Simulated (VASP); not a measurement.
# As (Fd-3m) in VASP: further runs

As is run at these levels: PBE; tasks: single point, relaxation of cell and atoms.

All numbers are computed with VASP 6.6.1; they aren't measurements. Logs are shortened: lines on timing, memory, paths and dates and some standing lists are left out, and cuts for length are marked.

### 1 The cell of the first run

Symmetry: Fd-3m, No. 227, cubic system. Conventional cell: a = 5.804 Å, b = 5.804 Å, c = 5.804 Å, α = 90.00°, β = 90.00°, γ = 90.00°. Within 3.3 Å of As (site symmetry -43m) lie 4 As at 2.51 Å.

### 2 Single point, PBE

Input file INCAR:

```
SYSTEM = As
PREC     = Accurate       ! precision mode
ENCUT    = 520            ! plane-wave cutoff, eV
EDIFF    = 1E-6           ! SCF threshold, eV
ISMEAR   = -1             ! smearing method
SIGMA    = 0.08           ! smearing width, eV
LREAL    = .FALSE.        ! projectors in reciprocal space
LASPH    = .TRUE.         ! aspherical terms in the spheres
NELM     = 60             ! most SCF steps
ALGO     = Normal         ! electronic algorithm
ISIF     = 2              ! what is computed and relaxed
LWAVE    = .FALSE.        ! write WAVECAR
LCHARG   = .FALSE.        ! write CHGCAR
GGA      = PE             ! functional
NBANDS   = 12             ! bands
```

Input file KPOINTS:

```
regular mesh
0
G
  12 12 12
  0 0 0
```

Input file POSCAR:

```
As
1.0
    0.0000000000      2.9020121572      2.9020121572
    2.9020121572      0.0000000000      2.9020121572
    2.9020121572      2.9020121572      0.0000000000
As
2
Direct
   -0.1250000000     -0.1250000000     -0.1250000000
    0.1250000000      0.1250000000      0.1250000000
```

Potentials or basis: VASP PAW PBE potentials, release 64 (As).

Started as:

```bash
$ cat potpaw_PBE.64/As/POTCAR > POTCAR
$ mpirun -np 1 vasp_std > vasp.out
```

OUTCAR:

```text
SYSTEM = As
   PREC = Accurate
   ENCUT = 520
   EDIFF = 1E-6
   ISMEAR = -1
   LREAL = .FALSE.
   LASPH = .TRUE.
   NELM = 60
   ISIF = 2
   GGA = PE

 ion  position               nearest neighbor table
   1  0.875  0.875  0.875-   2 2.51   2 2.51   2 2.51   2 2.51
   2  0.125  0.125  0.125-   1 2.51   1 2.51   1 2.51   1 2.51

  LATTYP: Found a face centered cubic cell.
 ALAT       =     5.8040243144

  Lattice vectors:

 A1 = (   0.0000000000,   2.9020121572,   2.9020121572)
 A2 = (   2.9020121572,   0.0000000000,   2.9020121572)
 A3 = (   2.9020121572,   2.9020121572,   0.0000000000)

Analysis of symmetry for initial positions (statically):
=====================================================================
 Subroutine PRICEL returns:
 Original cell was already a primitive cell.

 Routine SETGRP: Setting up the symmetry group for a
 face centered cubic supercell.

 Subroutine GETGRP returns: Found 48 space group operations
 (whereof 12 operations were pure point group operations)
 out of a pool of 48 trial point group operations.

The static configuration has the point symmetry D_3d.
 The point group associated with its full space group is O_h .

Analysis of symmetry for dynamics (positions and initial velocities):
=====================================================================
 Subroutine PRICEL returns:
 Original cell was already a primitive cell.

 Routine SETGRP: Setting up the symmetry group for a
 face centered cubic supercell.

 Subroutine GETGRP returns: Found 48 space group operations
 (whereof 12 operations were pure point group operations)
 out of a pool of 48 trial point group operations.

The dynamic configuration has the point symmetry D_3d.
 The point group associated with its full space group is O_h .

 Subroutine INISYM returns: Found 48 space group operations
 (whereof 12 operations are pure point group operations),
 and found     1 'primitive' translations

----------------------------------------------------------------------------------------

                                     Primitive cell

  volume of cell :      48.8796

  direct lattice vectors                    reciprocal lattice vectors
     0.000000000  2.902012157  2.902012157    -0.172294247  0.172294247  0.172294247
     2.902012157  0.000000000  2.902012157     0.172294247 -0.172294247  0.172294247
     2.902012157  2.902012157  0.000000000     0.172294247  0.172294247 -0.172294247

  length of vectors
     4.104064951  4.104064951  4.104064951     0.298422390  0.298422390  0.298422390

  position of ions in fractional coordinates (direct lattice)
     0.875000000  0.875000000  0.875000000
     0.125000000  0.125000000  0.125000000

  ion indices of the primitive-cell ions
   primitive index   ion index
                 1           1
                 2           2

----------------------------------------------------------------------------------------

 KPOINTS: regular mesh

Automatic generation of k-mesh.
 Grid dimensions read from file:
 generate k-points for:   12   12   12

 Generating k-lattice:

  Cartesian coordinates                     Fractional coordinates (reciprocal lattice)
    -0.014357854  0.014357854  0.014357854     0.083333333  0.000000000  0.000000000
     0.014357854 -0.014357854  0.014357854     0.000000000  0.083333333  0.000000000
     0.014357854  0.014357854 -0.014357854     0.000000000  0.000000000  0.083333333

  Length of vectors
     0.024868533  0.024868533  0.024868533

  Shift w.r.t. Gamma in fractional coordinates (k-lattice)
     0.000000000  0.000000000  0.000000000

 Subroutine IBZKPT returns following result:
 ===========================================

 Found     72 irreducible k-points:

 Following reciprocal coordinates:
            Coordinates               Weight
  0.000000  0.000000  0.000000      1.000000
  0.083333  0.000000  0.000000      8.000000
  0.166667  0.000000  0.000000      8.000000
  0.250000  0.000000  0.000000      8.000000
  0.333333  0.000000  0.000000      8.000000
  0.416667  0.000000  0.000000      8.000000
[... 16 lines left out ...]
  0.500000  0.166667  0.000000     24.000000
 -0.416667  0.166667  0.000000     24.000000
 [... further k-points ...]
   k-points           NKPTS =     72   k-points in BZ     NKDIM =     72   number of bands    NBANDS=     12
   number of dos      NEDOS =    301   number of ions     NIONS =      2
   total plane-waves  NPLWV =  32768
   dimension x,y,z NGX =    32 NGY =   32 NGZ =   32
   dimension x,y,z NGXF=    64 NGYF=   64 NGZF=   64
   ions per type =               2
   NGX,Y,Z   is equivalent  to a cutoff of  12.96, 12.96, 12.96 a.u.
   NGXF,Y,Z  is equivalent  to a cutoff of  25.92, 25.92, 25.92 a.u.
 SYSTEM =  As
   PREC   = accura    normal or accurate (medium, high low for compatibility)
   ISTART =      0    job   : 0-new  1-cont  2-samecut
   ICHARG =      2    charge: 1-file 2-atom 10-const
   ISPIN  =      1    spin polarized calculation?
   LNONCOLLINEAR =      F non collinear calculations
   LSORBIT =      F    spin-orbit coupling
   LASPH  =      T    aspherical Exc in radial PAW
   ENCUT  =  520.0 eV  38.22 Ry    6.18 a.u.   7.63  7.63  7.63*2*pi/ulx,y,z
   NELM   =     60;   NELMIN=  2; NELMDL= -5     # of ELM steps
   EDIFF  = 0.1E-05   stopping-criterion for ELM
   LREAL  =      F    real-space projection
   EDIFFG = 0.1E-04   stopping-criterion for IOM
   NSW    =      0    number of steps for IOM
   IBRION =     -1    ionic relax: 0-MD 1-quasi-New 2-CG
   NFREE  =      0    steps in history (QN), initial steepest desc. (CG)
   ISIF   =      2    stress and relaxation
   ISYM   =      2    0-nonsym 1-usesym 2-fastsym
   POTIM  = 0.5000    time-step for ionic-motion
   TEBEG  =    0.0;   TEEND  =   0.0 temperature during run
   PSTRESS=    0.0 pullay stress
   NELECT =      10.0000    total number of electrons
   NUPDOWN=      -1.0000    fix difference up-down
   EMIN   =  10.00;   EMAX   =-10.00  energy-range for DOS
   EFERMI =   0.00;   METHOD = LEGACY
   ISMEAR =    -1;   SIGMA  =   0.08  broadening in eV -4-tet -1-fermi 0-gaus
   EFERMI_NEDOS =   21; number of points for ismear=-14 and -15
   IALGO  =     38    algorithm
   IMIX   =      4    mixing-type and parameters
     AMIX     =   0.40;   BMIX     =  1.00
     AMIX_MAG =   1.60;   BMIX_MAG =  1.00
  volume/ion in A,a.u.               =      24.44       164.93
  Fermi-wavevector in a.u.,A,eV,Ry     =   0.964641  1.822907 12.660653  0.930532
  Thomas-Fermi vector in A             =   2.094289
   LORBIT       =      0    0 simple, 1 ext, 2 COOP (PROOUT), +10 PAW based schemes
   GGA     = PE    functional components
   LHFCALC =     F    Hartree Fock is set to
   AEXX    =    0.0000 exact exchange contribution
   IVDW    =     0    specifies the selected vdW correction
   LEPSILON=     F    determine dielectric tensor
   LRPA    =     F    only Hartree local field effects (RPA)
 non-spin polarized calculation
  energy-cutoff  :      520.00
  volume of cell :       48.88
 maximum number of plane-waves:      1363
   NGX = 15   NGY = 15   NGZ = 15

 number of electron      10.0000000 magnetization

 number of electron       9.9999998 magnetization

 Free energy of the ion-electron system (eV)
  ---------------------------------------------------
  ext. energy  EPLUGINS =         0.00000000
  ---------------------------------------------------
  free energy    TOTEN  =        -8.51554976 eV

  energy without entropy =       -8.50361113  energy(sigma->0) =       -8.50958044

 E-fermi :   4.3730     XC(G=0):  -9.2494

 val. band max:        4.2765802328   @ k =   0.4167   0.3333   0.0833
 cond. band min:       4.4385367359   @ k =   0.5000   0.3333   0.1667
 fundamental gap:      0.1619565031
 Fermi energy:         4.3729818105

 k-point     1 :       0.0000    0.0000    0.0000
  band No.  band energies     occupation
      1     -10.4965      2.00000
      2      -0.7984      2.00000
      3       1.8839      2.00000
      4       1.8839      2.00000
      5       1.8839      2.00000
      6       4.8382      0.00595
      7       4.8382      0.00595
      8       4.8382      0.00595
      9       9.2839      0.00000
     10      12.2666      0.00000
     11      12.2666      0.00000
     12      14.1872      0.00000

 k-point     2 :       0.0833    0.0000    0.0000
  band No.  band energies     occupation
      1     -10.4253      2.00000
      2      -1.2926      2.00000
      3       1.7704      2.00000
      4       1.7704      2.00000
      5       2.0602      2.00000
      6       5.0020      0.00077
      7       5.0020      0.00077
      8       5.0278      0.00056
      9       9.6421      0.00000
     10      11.9145      0.00000
     11      11.9145      0.00000
     12      13.8501      0.00000

 k-point     3 :       0.1667    0.0000    0.0000
  band No.  band energies     occupation
      1     -10.2157      2.00000
      2      -2.3258      2.00000
      3       1.5095      2.00000
      4       1.5095      2.00000
      5       2.1481      2.00000
      6       5.3829      0.00001
      7       5.3829      0.00001
      8       5.7179      0.00000
      9      10.4722      0.00000
     10      11.4795      0.00000
     11      11.4795      0.00000
     12      13.3879      0.00000

 k-point     4 :       0.2500    0.0000    0.0000
  band No.  band energies     occupation
      1      -9.8826      2.00000
      2      -3.4607      2.00000
      3       1.2253      2.00000
      4       1.2253      2.00000
      5       1.9951      2.00000
      6       5.7749      0.00000
      7       5.7749      0.00000
      8       6.8445      0.00000
      9      11.0608      0.00000
     10      11.4084      0.00000
     11      11.4084      0.00000
     12      13.5781      0.00000

 k-point     5 :       0.3333    0.0000    0.0000
  band No.  band energies     occupation
      1      -9.4635      2.00000
      2      -4.5083      2.00000
      3       0.9915      2.00000
      4       0.9915      2.00000
      5       1.7873      2.00000
      6       6.0334      0.00000
      7       6.0334      0.00000
      8       8.1767      0.00000
      9      11.0673      0.00000
     10      11.8343      0.00000
     11      11.8343      0.00000
     12      14.1946      0.00000
[... 228 lines left out ...]
      1      -9.4955      2.00000
      2      -4.2385      2.00000
      3       0.1263      2.00000
      4       0.4696      2.00000
      5       3.5704      1.99991
      6       4.7716      0.01362
      7       7.1042      0.00000
      8       7.3276      0.00000
      9      10.4181      0.00000
     10      12.2774      0.00000
     11      13.0233      0.00000
     12      14.8283      0.00000

 k-point    22 :       0.4167    0.1667    0.0000
  band No.  band energies     occupation
      1      -9.0605      2.00000
      2      -5.0926      2.00000
      3      -0.2905      2.00000
      4       0.3701      2.00000
      5       3.3991      1.99999
      6       5.4621      0.00000
      7       7.1989      0.00000
      8       7.7691      0.00000
      9      11.5062      0.00000
     10      12.2176      0.00000
     11      13.6242      0.00000
     12      14.4408      0.00000

 k-point    23 :       0.5000    0.1667    0.0000
  band No.  band energies     occupation
      1      -8.6875      2.00000
      2      -5.7052      2.00000
      3      -0.5851      2.00000
      4       0.3879      2.00000
      5       3.2712      2.00000
      6       5.9248      0.00000
      7       7.1027      0.00000
      8       8.5075      0.00000
      9      11.6015      0.00000
     10      12.6474      0.00000
     11      13.5624      0.00000
     12      13.8544      0.00000

 k-point    24 :      -0.4167    0.1667    0.0000
  band No.  band energies     occupation
      1      -8.6257      2.00000
      2      -5.7979      2.00000
      3      -0.7234      2.00000
      4       0.5193      2.00000
      5       3.2154      2.00000
      6       6.1780      0.00000
      7       6.8933      0.00000
      8       9.0323      0.00000
      9      10.9863      0.00000
     10      12.3191      0.00000
     11      13.0278      0.00000
     12      14.4859      0.00000

 [... further k-points ...]

------------------------ aborting loop because EDIFF is reached ----------------------------------------

  FORCE on cell =-STRESS in cart. coord.  units (eV):
  Direction    XX          YY          ZZ          XY          YZ          ZX
  --------------------------------------------------------------------------------------
  -------------------------------------------------------------------------------------
  Total        2.9257810      2.9257810      2.9257810     -0.0000000     -0.0000000     -0.0000000
  in kB       95.9013485     95.9013485     95.9013485     -0.0000000     -0.0000000     -0.0000000
  external PRESSURE =      95.9013485 kB  Pullay stress =       0.0000000 kB

 VOLUME and BASIS-vectors are now :
 -----------------------------------------------------------------------------
  energy-cutoff  :      520.00
  volume of cell :       48.88
      direct lattice vectors                 reciprocal lattice vectors
     0.000000000  2.902012157  2.902012157    -0.172294247  0.172294247  0.172294247
     2.902012157  0.000000000  2.902012157     0.172294247 -0.172294247  0.172294247
     2.902012157  2.902012157  0.000000000     0.172294247  0.172294247 -0.172294247

 POSITION                                       TOTAL-FORCE (eV/Angst)
 -----------------------------------------------------------------------------------
      5.07852      5.07852      5.07852         0.000000     -0.000000      0.000000
      0.72550      0.72550      0.72550        -0.000000      0.000000     -0.000000
 -----------------------------------------------------------------------------------
    total drift:                                0.000000      0.000000     -0.000000

  FREE ENERGIE OF THE ION-ELECTRON SYSTEM (eV)
  ---------------------------------------------------
  free  energy   TOTEN  =        -8.5155497597 eV

  energy  without entropy=       -8.5036111299  energy(sigma->0) =       -8.50958044
```

It took 27 s on 1 thread of Intel Xeon Platinum 8488C (Sapphire Rapids), shared host; peak memory 0.19 GiB.

Results:

```yaml
Free_energy: -8.5155 eV
Pressure: 9.6 GPa
Band_gap_on_the_k_mesh: zero (band 5 reaches 5.71 eV, above the bottom of band 6 at 3.43 eV)
```

Levels at points of the mesh, in eV from the Fermi level:
```
           k point  band 1  band 2  band 3  band 4  band 5  band 6  band 7  band 8  band 9  band 10
(0.00, 0.00, 0.00)  -14.87   -5.17   -2.49   -2.49   -2.49    0.47    0.47    0.47    4.91     7.89
(0.50, 0.00, 0.00)  -13.24  -10.01   -3.58   -3.58   -2.79    1.80    1.80    5.53    7.38     8.10
(0.50, 0.50, 0.00)  -11.64  -11.64   -4.84   -4.84   -0.94   -0.94    5.84    5.84    8.21     8.21
```

### 3 Relaxation of cell and atoms, PBE, target pressure 9.3 GPa, at which the enthalpy is minimised

This run uses another cell than the first one, of 21.11 Å³/atom, 0.864 times its volume.

Input file INCAR:

```
ALGO = Normal
EDIFF = 1E-7
EDIFFG = -0.005
ENCUT = 600
GGA = PE
IBRION = 2
ISIF = 3
ISMEAR = -1
LASPH = T
LCHARG = F
LREAL = F
LWAVE = F
NELM = 100
NSW = 60
PREC = Accurate
PSTRESS = 93.0
SIGMA = 0.08
```

Input file KPOINTS:

```
k-points
0
Gamma
  12 12 12
```

Input file POSCAR:

```
As
1.0
    0.0000000000      2.7636914951      2.7636914951
    2.7636914951      0.0000000000      2.7636914951
    2.7636914951      2.7636914951      0.0000000000
As
2
Direct
   -0.1250000000     -0.1250000000     -0.1250000000
    0.1250000000      0.1250000000      0.1250000000
```

Potentials or basis: VASP PAW PBE potentials, release 64 (As).

Started as:

```bash
$ cat potpaw_PBE.64/As/POTCAR > POTCAR
$ mpirun -np 1 vasp_std > vasp.out
```

It took 2.6 min on 1 thread of Intel Xeon Platinum 8488C (Sapphire Rapids), shared host; peak memory 0.19 GiB.

Results (log left out):

| Quantity | Value |
| --- | --- |
| Free energy | -8.5247 eV |
| Relaxed volume | 24.52 Å³/atom |
| Relaxed cell | a = 4.108 Å, b = 4.108 Å, c = 4.108 Å, α = 60.00°, β = 60.00°, γ = 60.00° |
| Space group after relaxing (to 0.05 Å) | Fd-3m (No. 227) |
| Energy change on relaxing (the enthalpy is what falls) | -346.1 meV/atom |
| Ionic steps | 18 |
| Pressure after relaxing | 9.3 GPa |
| Band gap on the k mesh | zero (band 5 reaches 5.67 eV, above the bottom of band 6 at 3.41 eV) |

Step by step:
| step | energy change (eV) | largest force (eV/Å) | pressure (GPa) | volume (Å³) |
| --- | --- | --- | --- | --- |
| 1 | 0.0000 | 0.0000 | 24.81 | 42.22 |
| 2 | -0.8953 | 0.0000 | 0.92 | 55.97 |
| 3 | -0.7001 | 0.0000 | 9.11 | 49.17 |
| 4 | -0.6917 | 0.0000 | 9.35 | 49.03 |
| 5 | -0.6917 | 0.0000 | 9.35 | 49.03 |
| 6 | -0.6917 | 0.0000 | 9.35 | 49.03 |
| 7 | -0.6917 | 0.0000 | 9.35 | 49.03 |
| 8 | -0.6917 | 0.0000 | 9.35 | 49.03 |
| 9 | -0.6917 | 0.0000 | 9.35 | 49.03 |
| 10 | -0.6917 | 0.0000 | 9.35 | 49.03 |
| 11 | -0.6917 | 0.0000 | 9.35 | 49.03 |
| 12 | -0.6917 | 0.0000 | 9.35 | 49.03 |
| 13 | -0.6917 | 0.0000 | 9.35 | 49.03 |
| 14 | -0.6917 | 0.0000 | 9.35 | 49.03 |
| 15 | -0.6918 | 0.0000 | 9.35 | 49.03 |
| 16 | -0.6919 | 0.0000 | 9.35 | 49.03 |
| 17 | -0.6920 | 0.0000 | 9.34 | 49.03 |
| 18 | -0.6923 | 0.0000 | 9.33 | 49.04 |

Final structure:
```yaml
crystal:
  lattice:
    - [0.00000, 2.90510, 2.90510]
    - [2.90510, 0.00000, 2.90510]
    - [2.90510, 2.90510, 0.00000]
  atoms:
    - { symbol: As, position: [0.87500, 0.87500, 0.87500] }
    - { symbol: As, position: [0.12500, 0.12500, 0.12500] }
```

Levels at points of the mesh, in eV from the Fermi level:
| k point | band 1 | band 2 | band 3 | band 4 | band 5 | band 6 | band 7 | band 8 | band 9 |
| --- | --- | --- | --- | --- | --- | --- | --- | --- | --- |
| (0.00, 0.00, 0.00) | -14.84 | -5.19 | -2.48 | -2.48 | -2.48 | 0.47 | 0.47 | 0.47 | 4.91 |
| (0.50, 0.00, 0.00) | -13.21 | -9.99 | -3.57 | -3.57 | -2.79 | 1.80 | 1.80 | 5.52 | 7.37 |
| (0.50, 0.50, 0.00) | -11.62 | -11.62 | -4.82 | -4.82 | -0.93 | -0.93 | 5.82 | 5.82 | 8.20 |

Caveat: the cell is relaxed towards a set pressure, so the enthalpy falls and the energy may rise; the volume moved by over 15 % at a fixed basis, so the end points are rough.
